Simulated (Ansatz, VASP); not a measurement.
**Two plane-wave programs on AlIn3As4**

File INCAR:

```
SYSTEM = AlIn3As4
PREC = Accurate
ENCUT = 520
EDIFF = 1E-7
ISMEAR = 0
SIGMA = 0.1
LREAL = .FALSE.
LASPH = .TRUE.
NELM = 100
ALGO = Normal
ISIF = 2
LWAVE = .FALSE.
LCHARG = .FALSE.
GGA = PE
NBANDS = 41
```

The input KPOINTS:

```
Automatic mesh
0
G
  4 4 4
  0 0 0
```

File POSCAR:

```
AlIn3As4
1.0
    5.7248272000      0.0000000000      0.0000000000
    0.0000000000      5.7248272000      0.0000000000
    0.0000000000      0.0000000000      5.7248272000
Al In As
1 3 4
Direct
    0.5000000000      0.5000000000      0.5000000000
    0.0000000000      0.0000000000      0.5000000000
    0.0000000000      0.5000000000      0.0000000000
    0.5000000000      0.0000000000      0.0000000000
    0.2500000000      0.2500000000      0.2500000000
    0.2500000000      0.7500000000      0.7500000000
    0.7500000000      0.2500000000      0.7500000000
    0.7500000000      0.7500000000      0.2500000000
```

Input for Ansatz:

```yaml
crystal:
  lattice:
    - [5.7248272, 0.0, 0.0]
    - [0.0, 5.7248272, 0.0]
    - [0.0, 0.0, 5.7248272]
  atoms:
    - { symbol: Al, position: [0.5, 0.5, 0.5] }
    - { symbol: In, position: [0.0, 0.0, 0.5] }
    - { symbol: In, position: [0.0, 0.5, 0.0] }
    - { symbol: In, position: [0.5, 0.0, 0.0] }
    - { symbol: As, position: [0.25, 0.25, 0.25] }
    - { symbol: As, position: [0.25, 0.75, 0.75] }
    - { symbol: As, position: [0.75, 0.25, 0.75] }
    - { symbol: As, position: [0.75, 0.75, 0.25] }
basis:
  ecutwfc: 420
kpoints:
  mp_grid: { grid: [4, 4, 4] }
hamiltonian:
  xc: pbe
scf:
  occupations: { method: gaussian, width: 0.1 }
  lower_state_search: "off"
output:
  forces: true
  stress: true
  eigenvalues: true
```

Alike in both runs: task single point; functional PBE; k mesh 4 × 4 × 4; occupations gaussian, width 0.1 eV; no spin polarisation.

|  | VASP | Ansatz |
| --- | --- | --- |
| version | VASP 6.6.1 | Ansatz 0.2.0 |
| potentials or method | VASP PAW PBE potentials, release 64 (Al, In_d, As), cutoff 520 eV | scalar-relativistic, plane waves, PAW |
| valence electrons in the cell | 62 | 102 |

|  | VASP | Ansatz | Ansatz less VASP |
| --- | --- | --- | --- |
| gap on the k mesh at the Fermi level (eV) | 0.95 | 0.94 | -0.007 |
| least direct gap on the mesh (eV) | 0.95 | 0.94 | -0.007 |
| pressure (GPa) | 14.7 | 14.5 | -0.16 |

VASP's potentials hold 62 valence electrons a cell and Ansatz's 102, so a difference there can come from the potentials and not from the codes.
